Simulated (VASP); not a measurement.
# AlNi (Pm-3m) in VASP: density of states with PBEsol

Aim: the density of states of AlNi with PBEsol.

All numbers are computed with VASP 6.6.1; they aren't measurements. Logs are shortened: lines on timing, memory, paths and dates and some standing lists are left out, and cuts for length are marked.

## (1) The cell of the first run

Symmetry: Pm-3m, No. 221, cubic system. The conventional cell has a = 2.862 Å, b = 2.862 Å, c = 2.862 Å, α = 90.00°, β = 90.00°, γ = 90.00°. Al (site symmetry m-3m) has 8 Ni at 2.48 Å and 6 Al at 2.86 Å within 3.3 Å. Ni (site symmetry m-3m) has 8 Al at 2.48 Å and 6 Ni at 2.86 Å within 3.3 Å.

## (2) Density of states, PBEsol

The input, POSCAR:

```
AlNi
1.0
    2.8621655516      0.0000000000      0.0000000000
    0.0000000000      2.8621655516      0.0000000000
    0.0000000000      0.0000000000      2.8621655516
Al Ni
1 1
Direct
    0.0000000000      0.0000000000      0.0000000000
    0.5000000000      0.5000000000      0.5000000000
```

The input, INCAR.step1:

```
ALGO = Fast
EDIFF = 1E-6
ENCUT = 520
GGA = PS
ISIF = 2
ISMEAR = 0
LASPH = True
LCHARG = True
LMAXMIX = 4
LREAL = False
LWAVE = False
NBANDS = 14
NELM = 60
PREC = Accurate
SIGMA = 0.1
```

The input, KPOINTS.step1:

```
k-points
0
Gamma
  14 14 14
```

The input, INCAR.step2:

```
ALGO = Fast
EDIFF = 1E-6
ENCUT = 520
GGA = PS
ICHARG = 11
ISIF = 2
ISMEAR = -5
LASPH = True
LCHARG = False
LMAXMIX = 4
LORBIT = 11
LREAL = False
LWAVE = False
NEDOS = 1001
NELM = 60
PREC = Accurate
SIGMA = 0.1
```

The input, KPOINTS.step2:

```
k-points
0
Gamma
  21 21 21
```

Potentials or basis: VASP PAW PBE potentials, release 64 (Al, Ni).

Started as:

```bash
$ cat potpaw_PBE.64/Al/POTCAR potpaw_PBE.64/Ni/POTCAR > POTCAR
$ cp INCAR.step1 INCAR
$ cp KPOINTS.step1 KPOINTS
$ mpirun -np 1 vasp_std > vasp.out
$ cp INCAR.step2 INCAR
$ cp KPOINTS.step2 KPOINTS
$ mpirun -np 1 vasp_std > vasp.out
```

OUTCAR:

```text
EDIFF = 1E-6
   ENCUT = 520
   GGA = PS
   ICHARG = 11
   ISIF = 2
   ISMEAR = -5
   LASPH = True
   LORBIT = 11
   LREAL = False
   NELM = 60
   PREC = Accurate

 ion  position               nearest neighbor table
   1  0.000  0.000  0.000-   2 2.48   2 2.48   2 2.48   2 2.48   2 2.48   2 2.48   2 2.48   2 2.48

   2  0.500  0.500  0.500-   1 2.48   1 2.48   1 2.48   1 2.48   1 2.48   1 2.48   1 2.48   1 2.48

  LATTYP: Found a simple cubic cell.
 ALAT       =     2.8621655516

  Lattice vectors:

 A1 = (   2.8621655516,   0.0000000000,   0.0000000000)
 A2 = (   0.0000000000,   2.8621655516,   0.0000000000)
 A3 = (   0.0000000000,   0.0000000000,   2.8621655516)

Analysis of symmetry for initial positions (statically):
=====================================================================
 Subroutine PRICEL returns:
 Original cell was already a primitive cell.

 Routine SETGRP: Setting up the symmetry group for a
 simple cubic supercell.

 Subroutine GETGRP returns: Found 48 space group operations
 (whereof 48 operations were pure point group operations)
 out of a pool of 48 trial point group operations.

The static configuration has the point symmetry O_h .

Analysis of symmetry for dynamics (positions and initial velocities):
=====================================================================
 Subroutine PRICEL returns:
 Original cell was already a primitive cell.

 Routine SETGRP: Setting up the symmetry group for a
 simple cubic supercell.

 Subroutine GETGRP returns: Found 48 space group operations
 (whereof 48 operations were pure point group operations)
 out of a pool of 48 trial point group operations.

The dynamic configuration has the point symmetry O_h .

 Subroutine INISYM returns: Found 48 space group operations
 (whereof 48 operations are pure point group operations),
 and found     1 'primitive' translations

----------------------------------------------------------------------------------------

                                     Primitive cell

  volume of cell :      23.4468

  direct lattice vectors                    reciprocal lattice vectors
     2.862165552  0.000000000  0.000000000     0.349385800  0.000000000  0.000000000
     0.000000000  2.862165552  0.000000000     0.000000000  0.349385800  0.000000000
     0.000000000  0.000000000  2.862165552     0.000000000  0.000000000  0.349385800

  length of vectors
     2.862165552  2.862165552  2.862165552     0.349385800  0.349385800  0.349385800

  position of ions in fractional coordinates (direct lattice)
     0.000000000  0.000000000  0.000000000
     0.500000000  0.500000000  0.500000000

  ion indices of the primitive-cell ions
   primitive index   ion index
                 1           1
                 2           2

----------------------------------------------------------------------------------------

 KPOINTS: k-points

Automatic generation of k-mesh.
 Grid dimensions read from file:
 generate k-points for:   21   21   21

 Generating k-lattice:

  Cartesian coordinates                     Fractional coordinates (reciprocal lattice)
     0.016637419  0.000000000  0.000000000     0.047619048  0.000000000  0.000000000
     0.000000000  0.016637419  0.000000000     0.000000000  0.047619048  0.000000000
     0.000000000  0.000000000  0.016637419     0.000000000  0.000000000  0.047619048

  Length of vectors
     0.016637419  0.016637419  0.016637419

  Shift w.r.t. Gamma in fractional coordinates (k-lattice)
     0.000000000  0.000000000  0.000000000

 TETIRR: Found   4601 inequivalent tetrahedra from    55566

 Subroutine IBZKPT returns following result:
 ===========================================

 Found    286 irreducible k-points:

 Following reciprocal coordinates:
            Coordinates               Weight
  0.000000  0.000000  0.000000      1.000000
  0.047619  0.000000  0.000000      6.000000
  0.095238  0.000000  0.000000      6.000000
  0.142857  0.000000  0.000000      6.000000
  0.190476  0.000000  0.000000      6.000000
  0.238095  0.000000  0.000000      6.000000
[... 16 lines left out ...]
  0.142857  0.095238  0.000000     24.000000
  0.190476  0.095238  0.000000     24.000000
 [... further k-points ...]
   k-points           NKPTS =    286   k-points in BZ     NKDIM =    286   number of bands    NBANDS=     10
   number of dos      NEDOS =   1001   number of ions     NIONS =      2
   total plane-waves  NPLWV =  13824
   dimension x,y,z NGX =    24 NGY =   24 NGZ =   24
   dimension x,y,z NGXF=    48 NGYF=   48 NGZF=   48
   ions per type =               1   1
   NGX,Y,Z   is equivalent  to a cutoff of  13.94, 13.94, 13.94 a.u.
   NGXF,Y,Z  is equivalent  to a cutoff of  27.88, 27.88, 27.88 a.u.
 SYSTEM =  unknown system
   PREC   = accura    normal or accurate (medium, high low for compatibility)
   ISTART =      0    job   : 0-new  1-cont  2-samecut
   ICHARG =     11    charge: 1-file 2-atom 10-const
   ISPIN  =      1    spin polarized calculation?
   LNONCOLLINEAR =      F non collinear calculations
   LSORBIT =      F    spin-orbit coupling
   LASPH  =      T    aspherical Exc in radial PAW
   ENCUT  =  520.0 eV  38.22 Ry    6.18 a.u.   5.32  5.32  5.32*2*pi/ulx,y,z
   NELM   =     60;   NELMIN=  2; NELMDL=  0     # of ELM steps
   EDIFF  = 0.1E-05   stopping-criterion for ELM
   LREAL  =      F    real-space projection
   EDIFFG = 0.1E-04   stopping-criterion for IOM
   NSW    =      0    number of steps for IOM
   IBRION =     -1    ionic relax: 0-MD 1-quasi-New 2-CG
   NFREE  =      0    steps in history (QN), initial steepest desc. (CG)
   ISIF   =      2    stress and relaxation
   ISYM   =      2    0-nonsym 1-usesym 2-fastsym
   POTIM  = 0.5000    time-step for ionic-motion
   TEBEG  =    0.0;   TEEND  =   0.0 temperature during run
   PSTRESS=    0.0 pullay stress
   NELECT =      13.0000    total number of electrons
   NUPDOWN=      -1.0000    fix difference up-down
   EMIN   =  10.00;   EMAX   =-10.00  energy-range for DOS
   EFERMI =   0.00;   METHOD = LEGACY
   ISMEAR =    -5;   SIGMA  =   0.10  broadening in eV -4-tet -1-fermi 0-gaus
   EFERMI_NEDOS =   21; number of points for ismear=-14 and -15
   IALGO  =     68    algorithm
   IMIX   =      4    mixing-type and parameters
     AMIX     =   0.40;   BMIX     =  1.00
     AMIX_MAG =   1.60;   BMIX_MAG =  1.00
  volume/ion in A,a.u.               =      11.72        79.11
  Fermi-wavevector in a.u.,A,eV,Ry     =   1.344914  2.541519 24.610134  1.808794
  Thomas-Fermi vector in A             =   2.472869
   LORBIT       =     11    0 simple, 1 ext, 2 COOP (PROOUT), +10 PAW based schemes
   GGA     = PS    functional components
   LHFCALC =     F    Hartree Fock is set to
   AEXX    =    0.0000 exact exchange contribution
   IVDW    =     0    specifies the selected vdW correction
   LEPSILON=     F    determine dielectric tensor
   LRPA    =     F    only Hartree local field effects (RPA)
 non-spin polarized calculation
 RMM-DIIS sequential band-by-band and
 Fermi weights with tetrahedron method with Bloechl corrections
  energy-cutoff  :      520.00
  volume of cell :       23.45
 maximum number of plane-waves:       655
 NGX is ok and might be reduce to    24

 number of electron      13.0000011 magnetization

 Free energy of the ion-electron system (eV)
  ---------------------------------------------------
  ext. energy  EPLUGINS =         0.00000000
  ---------------------------------------------------
  free energy    TOTEN  =       -11.58632379 eV

  energy without entropy =      -11.58632379  energy(sigma->0) =      -11.58632379

 E-fermi :  10.1625     XC(G=0): -12.2619

 val. band max:       10.1660361862   @ k =   0.3810   0.3333   0.1429
 cond. band min:      10.1299750798   @ k =   0.4762   0.3333   0.3333
 fundamental gap:     -0.0360611064
 Fermi energy:        10.1625442370

 k-point     1 :       0.0000    0.0000    0.0000
  band No.  band energies     occupation
      1      -1.1171      2.00000
      2       6.8261      2.00000
      3       6.8261      2.00000
      4       8.5754      2.00000
      5       8.5754      2.00000
      6       8.5754      2.00000
      7      15.7389      0.00000
      8      15.7389      0.00000
      9      15.7389      0.00000
     10      18.3684      0.00000

 k-point     2 :       0.0476    0.0000    0.0000
  band No.  band energies     occupation
      1      -1.0747      2.00000
      2       6.8237      2.00000
      3       6.8363      2.00000
      4       8.5564      2.00000
      5       8.5564      2.00000
      6       8.5774      2.00000
      7      15.2292      0.00000
      8      15.7951      0.00000
      9      15.7951      0.00000
     10      18.3832      0.00000

 k-point     3 :       0.0952    0.0000    0.0000
  band No.  band energies     occupation
      1      -0.9478      2.00000
      2       6.8119      2.00000
      3       6.8661      2.00000
      4       8.5022      2.00000
      5       8.5022      2.00000
      6       8.5833      2.00000
      7      14.2223      0.00000
      8      15.9613      0.00000
      9      15.9613      0.00000
     10      18.3758      0.00000

 k-point     4 :       0.1429    0.0000    0.0000
  band No.  band energies     occupation
      1      -0.7372      2.00000
      2       6.7761      2.00000
      3       6.9134      2.00000
      4       8.4199      2.00000
      5       8.4199      2.00000
      6       8.5925      2.00000
      7      13.1368      0.00000
      8      16.2306      0.00000
      9      16.2306      0.00000
     10      18.3849      0.00000
[... 222 lines left out ...]
 k-point    22 :       0.0952    0.0952    0.0000
  band No.  band energies     occupation
      1      -0.7793      2.00000
      2       6.8355      2.00000
      3       6.8754      2.00000
      4       8.4209      2.00000
      5       8.4942      2.00000
      6       8.5281      2.00000
      7      14.1568      0.00000
      8      14.6976      0.00000
      9      16.1812      0.00000
     10      19.0656      0.00000

 k-point    23 :       0.1429    0.0952    0.0000
  band No.  band energies     occupation
      1      -0.5698      2.00000
      2       6.8172      2.00000
      3       6.9137      2.00000
      4       8.3309      2.00000
      5       8.4245      2.00000
      6       8.5270      2.00000
      7      13.2564      0.00000
      8      14.7379      0.00000
      9      16.4477      0.00000
     10      19.2157      0.00000

 k-point    24 :       0.1905    0.0952    0.0000
  band No.  band energies     occupation
      1      -0.2786      2.00000
      2       6.7411      2.00000
      3       6.9745      2.00000
      4       8.2247      2.00000
      5       8.3274      2.00000
      6       8.5383      2.00000
      7      12.2436      0.00000
      8      15.0183      0.00000
      9      16.8074      0.00000
     10      19.3006      0.00000

 [... further k-points ...]
[... 5 lines left out ...]
  --------------------------------------------------------------------------------------
  -------------------------------------------------------------------------------------
  Total        0.1029460      0.1029460      0.1029460      0.0000000     -0.0000000      0.0000000
  in kB        7.0345398      7.0345398      7.0345398      0.0000000     -0.0000000      0.0000000
  external PRESSURE =       7.0345398 kB  Pullay stress =       0.0000000 kB

 VOLUME and BASIS-vectors are now :
 -----------------------------------------------------------------------------
  energy-cutoff  :      520.00
  volume of cell :       23.45
      direct lattice vectors                 reciprocal lattice vectors
     2.862165552  0.000000000  0.000000000     0.349385800  0.000000000  0.000000000
     0.000000000  2.862165552  0.000000000     0.000000000  0.349385800  0.000000000
     0.000000000  0.000000000  2.862165552     0.000000000  0.000000000  0.349385800

 POSITION                                       TOTAL-FORCE (eV/Angst)
 -----------------------------------------------------------------------------------
      0.00000      0.00000      0.00000         0.000000      0.000000      0.000000
      1.43108      1.43108      1.43108         0.000000      0.000000      0.000000
 -----------------------------------------------------------------------------------
    total drift:                                0.000000     -0.000000     -0.000000

  FREE ENERGIE OF THE ION-ELECTRON SYSTEM (eV)
  ---------------------------------------------------
  free  energy   TOTEN  =       -11.5863237880 eV

  energy  without entropy=      -11.5863237880  energy(sigma->0) =      -11.58632379

 total charge

# of ion       s       p       d       tot
------------------------------------------
    1        0.385   0.421   0.000   0.806
    2        0.488   0.537   8.489   9.514
--------------------------------------------------
tot          0.873   0.958   8.489  10.319
```

Wall time 39 s (1 thread of Intel Xeon Platinum 8559C (Emerald Rapids), shared host); peak memory 0.19 GiB.

What came out:

* Valence electrons inside the program's atomic spheres: Al 0.81; Ni 9.51

Levels at points of the mesh, in eV from the Fermi level:
```
           k point  band 4  band 5  band 6  band 7  band 8  band 9
(0.00, 0.00, 0.00)   -1.59   -1.59   -1.59    5.58    5.58    5.58
```

Caveat: the PAW data sets were made with another functional, which shifts forces and pressure a little; tetrahedron occupations give inexact forces and stress in metals. Spin polarisation is off, so any magnetic state and its effect on volume and gap are missing.
